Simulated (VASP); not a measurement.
Wanted: the native input for a VASP 6.6.1 run.

```
Task                   : relaxation of cell and atoms
Functional             : PBE
Potentials or basis    : VASP PAW PBE potentials, release 64 (Ge_d, N)
Cutoff                 : 600 eV
k mesh                 : 4 × 4 × 4
Occupations            : gaussian, width 0.1 eV
Spin                   : no spin polarisation
Dipole correction      : no
Further INCAR settings : ALGO = Normal; EDIFF = 1e-06; IBRION = 2; EDIFFG = -0.04; NSW = 90; ISIF = 3
```

The structure of Ge3N lies in POSCAR:

```
Ge3N
1.0
    4.0981831300      0.0000000000      0.0000000000
    0.0000000000      4.0981831300      0.0000000000
    0.0000000000      0.0000000000      4.0981831300
Ge N
3 1
Direct
    0.5000000000      0.5000000000      0.0000000000
    0.5000000000      0.0000000000      0.5000000000
    0.0000000000      0.5000000000      0.5000000000
    0.0000000000      0.0000000000      0.0000000000
```

The input as run:

INCAR

```
ALGO     = Normal         # electronic algorithm
EDIFF    = 1E-6           # SCF threshold, eV
EDIFFG   = -0.04          # ionic threshold
ENCUT    = 600            # plane-wave cutoff, eV
GGA      = PE             # functional
IBRION   = 2              # ionic algorithm
ISIF     = 3              # what is computed and relaxed
ISMEAR   = 0              # smearing method
LASPH    = True           # aspherical terms in the spheres
LCHARG   = False          # write CHGCAR
LREAL    = False          # projectors in reciprocal space
LWAVE    = False          # write WAVECAR
NELM     = 100            # most SCF steps
NSW      = 90             # ionic steps
PREC     = Accurate       # precision mode
SIGMA    = 0.1            # smearing width, eV
```

KPOINTS

```
k-points
0
Gamma
  4 4 4
```

Potentials or basis: VASP PAW PBE potentials, release 64 (Ge_d, N).

Command:

```console
$ cat potpaw_PBE.64/Ge_d/POTCAR potpaw_PBE.64/N/POTCAR > POTCAR
$ mpirun -np 1 vasp_std > vasp.out
```

Results of the run:

```yaml
Relaxed_volume: 15.69 Å³/atom
Relaxed_cell: a = 3.974 Å, b = 3.974 Å, c = 3.974 Å, α = 90.00°, β = 90.00°, γ = 90.00°
Space_group_after_relaxing_to_0.05_Å: Pm-3m (No. 221)
Energy_gained_by_relaxing: 30.9 meV/atom
Ionic_steps: 3
Pressure_after_relaxing: 0.0 GPa
```

Caveat: the k points lie up to 0.40 Å⁻¹ apart in the final cell.

Run time: 31 s on 1 thread of Intel(R) Xeon(R) 6975P-C (Granite Rapids) (shared host), peak memory 0.21 GiB.
